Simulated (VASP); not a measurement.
Runs of VASP 6.6.1 on Ir. The structure is that of space group P6_3/mmc (No. 194), or close to it. The cells are those of the table. 

```tsv
task	cell	cutoff (eV)	gap on the mesh (eV)	pressure (GPa)
relaxation of cell and atoms	relaxed to 140 GPa from a = 2.543, b = 2.543, c = 4.135 Å, angles 90.0, 90.0, 120.0°, 2 atoms	600	none	140.0
relaxation of cell and atoms	relaxed to 140 GPa from a = 2.546, b = 2.546, c = 4.124 Å, angles 90.0, 90.0, 120.0°, 2 atoms	600	none	140.0
single point	a = 2.543, b = 2.543, c = 4.135 Å, angles 90.0, 90.0, 120.0°, 2 atoms	520	none	(a)
single point	a = 2.543, b = 2.543, c = 4.134 Å, angles 90.0, 90.0, 120.0°, 2 atoms	520	none	143.4
```

Alike in all rows: level PBE; potentials or basis VASP PAW PBE potentials, release 64 (Ir); no spin polarisation; k mesh 17 × 17 × 9; smearing fermi-dirac 0.08 eV.

Question: Fill in the values left out.

Answer: (a) 143.0.

Caveats: spin-orbit coupling is left out, which moves the levels of the heavy elements; the cell is relaxed towards a set pressure, so the enthalpy falls and the energy may rise (some runs).

A k mesh can miss the band edges, and the runs leave out spin-orbit coupling on Ir.

A gap of «none» marks levels without a gap at the run's occupations.
